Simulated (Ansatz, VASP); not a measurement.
## NbSnTe4 in VASP and in Ansatz

```xyz
6
Lattice="0.0000 4.4012 4.4012 4.4012 0.0000 4.4012 4.4012 4.4012 0.0000" Properties=species:S:1:pos:R:3 pbc="T T T"
Nb    4.4012    4.4012    4.4012
Sn    6.6018    6.6018    6.6018
Te    1.1082    3.2930    3.2930
Te    1.1082    1.1082    1.1082
Te    3.2930    1.1082    3.2930
Te    3.2930    3.2930    1.1082
```

Change from the starting cell: species swapped into the YScFe4 type (F-43m, No. 216).

Alike in both runs: task single point; functional PBE; k mesh 4 × 4 × 4; occupations gaussian, width 0.1 eV; collinear spin.

|  | VASP | Ansatz |
| --- | --- | --- |
| version | VASP 6.6.1 | Ansatz 0.2.0 |
| potentials or method | VASP PAW PBE potentials, release 64 (Nb_sv, Sn_d, Te), cutoff 520 eV | scalar-relativistic, plane waves, PAW |
| valence electrons in the cell | 51 | 91 |

|  | VASP | Ansatz | Ansatz less VASP |
| --- | --- | --- | --- |
| gap on the k mesh at the Fermi level (eV) | none | none | - |
| pressure (GPa) | 1.5 | 1.6 | +0.07 |
| rms of the force components (eV/Å) | 0.049 | 0.049 | -0.0001 |
| net moment per atom (μB) | 0.36 | 0.36 | 0.000 |
| size of the moment on the site where the two differ most (μB) | 1.96 | 2.42 | +0.457 |

Site moments also hang on the region over which each program counts them. Atom by atom the forces differ by 0.000 eV/Å (rms over components). A gap of «none» marks a metal or a gap that the smearing closes. VASP's potentials hold 51 valence electrons a cell and Ansatz's 91, so a difference there can come from the potentials and not from the codes.

Spin-orbit coupling is off throughout.
